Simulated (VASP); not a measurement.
Runs of VASP 6.6.1 on Rh. Symmetry: P6_3/mmc, No. 194, hexagonal system. The conventional cell has a = 2.731 Å, b = 2.731 Å, c = 4.428 Å, α = 90.00°, β = 90.00°, γ = 120.00°. Rh (site symmetry -6m2) has 12 Rh at 2.72 to 2.73 Å within 3.6 Å. 

```csv
k mesh,gap on the mesh (eV),pressure (GPa)
7 × 7 × 4,none,-19.6
4 × 4 × 3,none,-21.8
3 × 3 × 2,none,-9.6
9 × 9 × 5,none,-18.9
6 × 6 × 3,none,(a)
12 × 12 × 6,none,-18.9
```

Alike in all rows: task single point; level LDA; potentials or basis VASP PAW LDA potentials, release 64 (Rh_pv); no spin polarisation; cell as given; cutoff (eV) 520; smearing methfessel-paxton 0.1 eV.

**Question.** Estimate the missing entries.

**Answer.** (a) -18.6.

Caveats: some runs use coarse meshes.

A k mesh can miss the band edges, and the runs leave out spin-orbit coupling on Rh.

A gap of «none» marks levels without a gap at the run's occupations.
